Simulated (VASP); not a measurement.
# H3CCl in VASP: a series of runs

H3CCl is run at these levels: PBE; tasks: single point.

Everything below comes from runs of VASP 6.6.1. Logs are shortened: lines on timing, memory, paths and dates and some standing lists are left out, and cuts for length are marked.

### Step 1. The cell of the first run

The cell holds a disordered packing, 40 atoms: a = 9.029 Å, b = 9.029 Å, c = 9.029 Å, α = 90.00°, β = 90.00°, γ = 90.00°.

### Step 2. Single point, PBE

File INCAR:

```
  PREC = Accurate
  ENCUT = 520
  EDIFF = 1E-6
  ISMEAR = -1
  SIGMA = 0.05
  LREAL = Auto
  LASPH = T
  NELM = 120
  ALGO = Normal
  ISIF = 2
  LWAVE = F
  LCHARG = T
  GGA = PE
  LELF = T
  LVHAR = T
  NBANDS = 82
  GGA_COMPAT = F
```

File KPOINTS:

```
regular mesh
0
Gamma
  1 1 1
```

File POSCAR:

```
H3CCl
1.0
    9.0287150000      0.0000000000      0.0000000000
    0.0000000000      9.0287150000      0.0000000000
    0.0000000000      0.0000000000      9.0287150000
C Cl H
8 8 24
Direct
    0.3775288067      0.4365848296      0.3869099866
    1.0651903399      0.6866536379      0.6211293634
    0.0518235430      0.2592838516      0.6735288466
    0.6641255151      0.4847533675      0.7928038486
    0.3417097560      0.9123889723      1.0048273758
    0.8816204742      0.2861426017      0.2806047151
    0.6185597840      0.9945047551      0.4627790333
    0.8259757895      0.8445941643      0.0446907450
    0.5620954920      0.4717171823      0.3400705416
    0.9588075379      0.6487523418      0.4606524849
    0.1704118471      0.1143241314      0.6052134772
    0.5589942755      0.4996502825      0.9574562936
    0.2767503460      0.8477839870      1.1827707487
    1.0245422521      0.3495624793      0.1653612945
    0.6348190191      0.9083020120      0.6336671387
    0.8642979649      1.0389850604     -0.0003211974
    0.3393616921      0.3299362091      0.3403252844
    0.3705621453      0.4111327027      0.5102276459
    0.3093241951      0.5338522702      0.3566398984
    1.1130266046      0.8022071801      0.6247289897
    1.0056580588      0.6518867857      0.7197701999
    1.1622805682      0.6164775386      0.6293032840
    0.1157418304      0.3165455992      0.7524658825
    0.0242116403      0.3393616921      0.5810350642
   -0.0525877713      0.2149807586      0.7165139225
    0.7087165782      0.3727994515      0.7763120223
    0.6057340386      0.5217132228      0.6941519363
    0.7569404949      0.5666587106      0.8057292760
    0.3951725135      1.0215407176      1.0244868733
    0.4233935837      0.8434644354      0.9385499487
    0.2455166654      0.9333221837      0.9311956353
    0.8825176119      0.1590259522      0.2817455197
    0.8797486686      0.3320516818      0.3923814186
    0.7783721161      0.3101548781      0.2148589251
    0.5343839073      0.9476320827      0.3842850284
    0.5924320349      1.1150756226      0.4803452097
    0.7202796854      0.9751443035      0.4060267713
    0.7184411071      0.8185439456     -0.0026914129
    0.9121342295      0.7689909361      0.0063464181
    0.8208698580      0.8465102731      0.1723501074
```

Potentials or basis: VASP PAW PBE potentials, release 64 (C, Cl, H).

Launch:

```bash
$ cat potpaw_PBE.64/C/POTCAR potpaw_PBE.64/Cl/POTCAR potpaw_PBE.64/H/POTCAR > POTCAR
$ mpirun -np 1 vasp_gam > vasp.out
```

OUTCAR:

```text
PREC = Accurate
   ENCUT = 520
   EDIFF = 1E-6
   ISMEAR = -1
   LREAL = Auto
   LASPH = T
   NELM = 120
   ISIF = 2
   GGA = PE

 ion  position               nearest neighbor table
   1  0.378  0.437  0.387-  17 1.11  19 1.11  18 1.14   9 1.75
   2  0.065  0.687  0.621-  22 1.08  21 1.09  20 1.13  10 1.77
   3  0.052  0.259  0.674-  23 1.05  25 1.10  24 1.13  11 1.80
   4  0.664  0.485  0.793-  27 1.09  26 1.10  28 1.12  12 1.77
   5  0.342  0.912  0.005-  31 1.11  29 1.11  30 1.14  13 1.81
   6  0.882  0.286  0.281-  33 1.09  34 1.13  32 1.15  14 1.75
   7  0.619  0.995  0.463-  37 1.07  35 1.12  36 1.13  15 1.73
   8  0.826  0.845  0.045-  38 1.09  39 1.09  40 1.15  16 1.83
   9  0.562  0.472  0.340-   1 1.75
  10  0.959  0.649  0.461-   2 1.77
  11  0.170  0.114  0.605-   3 1.80
  12  0.559  0.500  0.957-   4 1.77
  13  0.277  0.848  0.183-   5 1.81
  14  0.025  0.350  0.165-   6 1.75
[... 24 lines left out ...]
  39  0.912  0.769  0.006-   8 1.09
  40  0.821  0.847  0.172-   8 1.15

  LATTYP: Found a simple cubic cell.
 ALAT       =     9.0287150000

  Lattice vectors:

 A1 = (   9.0287150000,   0.0000000000,   0.0000000000)
 A2 = (   0.0000000000,   9.0287150000,   0.0000000000)
 A3 = (   0.0000000000,   0.0000000000,   9.0287150000)

Analysis of symmetry for initial positions (statically):
=====================================================================
 Subroutine PRICEL returns:
 Original cell was already a primitive cell.

 Routine SETGRP: Setting up the symmetry group for a
 simple cubic supercell.

 Subroutine GETGRP returns: Found  1 space group operations
 (whereof  1 operations were pure point group operations)
 out of a pool of 48 trial point group operations.

The static configuration has the point symmetry C_1 .

Analysis of symmetry for dynamics (positions and initial velocities):
=====================================================================
 Subroutine PRICEL returns:
 Original cell was already a primitive cell.

 Routine SETGRP: Setting up the symmetry group for a
 simple cubic supercell.

 Subroutine GETGRP returns: Found  1 space group operations
 (whereof  1 operations were pure point group operations)
 out of a pool of 48 trial point group operations.

The dynamic configuration has the point symmetry C_1 .

 Subroutine INISYM returns: Found  1 space group operations
 (whereof  1 operations are pure point group operations),
 and found     1 'primitive' translations

----------------------------------------------------------------------------------------

                                     Primitive cell

  volume of cell :     736.0000

  direct lattice vectors                    reciprocal lattice vectors
     9.028715000  0.000000000  0.000000000     0.110757732  0.000000000  0.000000000
     0.000000000  9.028715000  0.000000000     0.000000000  0.110757732  0.000000000
     0.000000000  0.000000000  9.028715000     0.000000000  0.000000000  0.110757732

  length of vectors
     9.028715000  9.028715000  9.028715000     0.110757732  0.110757732  0.110757732

  position of ions in fractional coordinates (direct lattice)
     0.377528807  0.436584830  0.386909987
     0.065190340  0.686653638  0.621129363
     0.051823543  0.259283852  0.673528847
     0.664125515  0.484753367  0.792803849
     0.341709756  0.912388972  0.004827376
     0.881620474  0.286142602  0.280604715
[... 32 lines left out ...]
     0.912134229  0.768990936  0.006346418
     0.820869858  0.846510273  0.172350107

  ion indices of the primitive-cell ions
   primitive index   ion index
                 1           1
                 2           2
                 3           3
                 4           4
                 5           5
                 6           6
[... 32 lines left out ...]
                39          39
                40          40

----------------------------------------------------------------------------------------

 KPOINTS: regular mesh

Automatic generation of k-mesh.
 Grid dimensions read from file:
 generate k-points for:    1    1    1

 Generating k-lattice:

  Cartesian coordinates                     Fractional coordinates (reciprocal lattice)
     0.110757732  0.000000000  0.000000000     1.000000000  0.000000000  0.000000000
     0.000000000  0.110757732  0.000000000     0.000000000  1.000000000  0.000000000
     0.000000000  0.000000000  0.110757732     0.000000000  0.000000000  1.000000000

  Length of vectors
     0.110757732  0.110757732  0.110757732

  Shift w.r.t. Gamma in fractional coordinates (k-lattice)
     0.000000000  0.000000000  0.000000000

 Subroutine IBZKPT returns following result:
 ===========================================

 Found      1 irreducible k-points:

 Following reciprocal coordinates:
            Coordinates               Weight
  0.000000  0.000000  0.000000      1.000000
   k-points           NKPTS =      1   k-points in BZ     NKDIM =      1   number of bands    NBANDS=     82
   number of dos      NEDOS =    301   number of ions     NIONS =     40
   total plane-waves  NPLWV = 343000
   dimension x,y,z NGX =    70 NGY =   70 NGZ =   70
   dimension x,y,z NGXF=   140 NGYF=  140 NGZF=  140
   ions per type =               8   8  24
   NGX,Y,Z   is equivalent  to a cutoff of  12.89, 12.89, 12.89 a.u.
   NGXF,Y,Z  is equivalent  to a cutoff of  25.78, 25.78, 25.78 a.u.
 SYSTEM =  unknown system
   PREC   = accura    normal or accurate (medium, high low for compatibility)
   ISTART =      0    job   : 0-new  1-cont  2-samecut
   ICHARG =      2    charge: 1-file 2-atom 10-const
   ISPIN  =      1    spin polarized calculation?
   LNONCOLLINEAR =      F non collinear calculations
   LSORBIT =      F    spin-orbit coupling
   LASPH  =      T    aspherical Exc in radial PAW
   ENCUT  =  520.0 eV  38.22 Ry    6.18 a.u.  16.79 16.79 16.79*2*pi/ulx,y,z
   NELM   =    120;   NELMIN=  2; NELMDL= -5     # of ELM steps
   EDIFF  = 0.1E-05   stopping-criterion for ELM
   LREAL  =      T    real-space projection
   EDIFFG = 0.1E-04   stopping-criterion for IOM
   NSW    =      0    number of steps for IOM
[... 5 lines left out ...]
   TEBEG  =    0.0;   TEEND  =   0.0 temperature during run
   PSTRESS=    0.0 pullay stress
   NELECT =     112.0000    total number of electrons
   NUPDOWN=      -1.0000    fix difference up-down
   EMIN   =  10.00;   EMAX   =-10.00  energy-range for DOS
   EFERMI =   0.00;   METHOD = LEGACY
   ISMEAR =    -1;   SIGMA  =   0.05  broadening in eV -4-tet -1-fermi 0-gaus
   EFERMI_NEDOS =   21; number of points for ismear=-14 and -15
   IALGO  =     38    algorithm
   IMIX   =      4    mixing-type and parameters
     AMIX     =   0.40;   BMIX     =  1.00
     AMIX_MAG =   1.60;   BMIX_MAG =  1.00
  volume/ion in A,a.u.               =      18.40       124.17
  Fermi-wavevector in a.u.,A,eV,Ry     =   0.874020  1.651659 10.393649  0.763912
  Thomas-Fermi vector in A             =   1.993493
   LORBIT       =      0    0 simple, 1 ext, 2 COOP (PROOUT), +10 PAW based schemes
   GGA     = PE    functional components
[... 5 lines left out ...]
 non-spin polarized calculation
  energy-cutoff  :      520.00
  volume of cell :      736.00
 maximum number of plane-waves:      9919
 NGX is ok and might be reduce to    70
   NGX = 33   NGY = 33   NGZ = 33

 number of electron     111.9999999 magnetization

 Free energy of the ion-electron system (eV)
  ---------------------------------------------------
  ext. energy  EPLUGINS =         0.00000000
  ---------------------------------------------------
  free energy    TOTEN  =      -178.87251459 eV

  energy without entropy =     -178.87251459  energy(sigma->0) =     -178.87251459

 E-fermi :  -2.2512     XC(G=0):  -5.8966

 val. band max:       -3.4508207929   @ k =   0.0000   0.0000   0.0000
 cond. band min:       1.8082332166   @ k =   0.0000   0.0000   0.0000
 fundamental gap:      5.2590540095
 Fermi energy:        -2.2512477616

 k-point     1 :       0.0000    0.0000    0.0000
  band No.  band energies     occupation
      1     -18.3588      2.00000
      2     -18.2875      2.00000
      3     -18.2490      2.00000
      4     -18.1647      2.00000
      5     -18.1607      2.00000
      6     -18.0426      2.00000
[... 60 lines left out ...]
     67       3.6005      0.00000
     68       3.8613      0.00000
 [bands above 68 left out]

------------------------ aborting loop because EDIFF is reached ----------------------------------------

  FORCE on cell =-STRESS in cart. coord.  units (eV):
  Direction    XX          YY          ZZ          XY          YZ          ZX
  --------------------------------------------------------------------------------------
  -------------------------------------------------------------------------------------
  Total        1.8841503     -6.1884043     -3.8821544      0.3309946      0.7503309     -1.5411477
  in kB        4.1015526    -13.4713595     -8.4509503      0.7205326      1.6333737     -3.3548802
  external PRESSURE =      -5.9402524 kB  Pullay stress =       0.0000000 kB

 VOLUME and BASIS-vectors are now :
 -----------------------------------------------------------------------------
  energy-cutoff  :      520.00
  volume of cell :      736.00
      direct lattice vectors                 reciprocal lattice vectors
     9.028715000  0.000000000  0.000000000     0.110757732  0.000000000  0.000000000
     0.000000000  9.028715000  0.000000000     0.000000000  0.110757732  0.000000000
     0.000000000  0.000000000  9.028715000     0.000000000  0.000000000  0.110757732

 POSITION                                       TOTAL-FORCE (eV/Angst)
 -----------------------------------------------------------------------------------
      3.40860      3.94180      3.49330        -0.912919     -0.718753      1.581541
      0.58858      6.19960      5.60800         1.020165      0.559883      0.437923
      0.46790      2.34100      6.08110        -0.742239      0.164862     -1.920945
      5.99620      4.37670      7.15800         1.334806      0.901658     -0.107505
      3.08520      8.23770      0.04359         0.370091      0.798841     -0.901419
      7.95990      2.58350      2.53350        -1.631197     -1.991478     -1.183750
[... 32 lines left out ...]
      8.23540      6.94300      0.05730         0.195284      0.229952     -0.086383
      7.41140      7.64290      1.55610         0.021402     -0.394031     -1.649234
 -----------------------------------------------------------------------------------
    total drift:                                0.012416     -0.006728      0.003360

  FREE ENERGIE OF THE ION-ELECTRON SYSTEM (eV)
  ---------------------------------------------------
  free  energy   TOTEN  =      -178.8725145869 eV

  energy  without entropy=     -178.8725145868  energy(sigma->0) =     -178.87251459
```

It took 1.8 min on 1 thread of AMD EPYC 7R43 (Zen 3), shared host; peak memory 0.62 GiB.

Results:

- Free energy: -178.8725 eV
- Pressure: -0.6 GPa
- Largest force: 2.833 eV/Å
- Band gap on the k mesh: 5.26 eV

Forces on the atoms (eV/Å):
```
C   -0.913 -0.719  1.582
C    1.020  0.560  0.438
C   -0.742  0.165 -1.921
C    1.335  0.902 -0.108
C    0.370  0.799 -0.901
C   -1.631 -1.991 -1.184
C   -1.270  1.023 -1.111
C   -0.134  1.005  1.863
Cl   0.521  0.123 -0.032
Cl   0.186  0.138  0.088
Cl  -0.337  0.138 -0.007
Cl  -0.274 -0.180 -0.037
Cl   0.388 -0.165 -0.746
Cl   0.698  0.282  0.025
Cl  -0.293 -0.563  0.812
Cl   0.090 -0.885 -0.196
H    0.030  0.551 -0.489
H    0.111  0.686 -0.932
H    0.083 -0.543  0.044
H   -1.010 -0.682 -0.054
H   -0.616  0.560  0.229
H    0.453 -0.503 -0.648
H    0.552  0.667  1.268
H    0.357 -0.787  0.588
H    0.243 -0.219  0.161
H   -0.160  0.065  0.214
H   -0.549 -0.081 -0.103
H   -0.371 -0.720 -0.100
H   -0.193 -0.436 -0.004
H   -0.752  0.011  1.197
H    0.170 -0.180  0.442
H    0.365  1.410  0.249
H    0.170  0.247 -0.135
H    0.553  0.099  0.933
H    0.038  0.009  0.966
H    0.391 -0.829 -0.246
H    1.074  0.336 -0.390
H   -0.169 -0.127 -0.021
H    0.195  0.230 -0.086
H    0.021 -0.394 -1.649
```

Stress tensor (GPa, compression positive):
```
 0.41  0.07 -0.34
 0.07 -1.35  0.16
-0.34  0.16 -0.85
```

Caveat: the k points lie up to 0.70 Å⁻¹ apart; the atoms stand as in a frame of molecular dynamics.

[end of part 1 of 2]
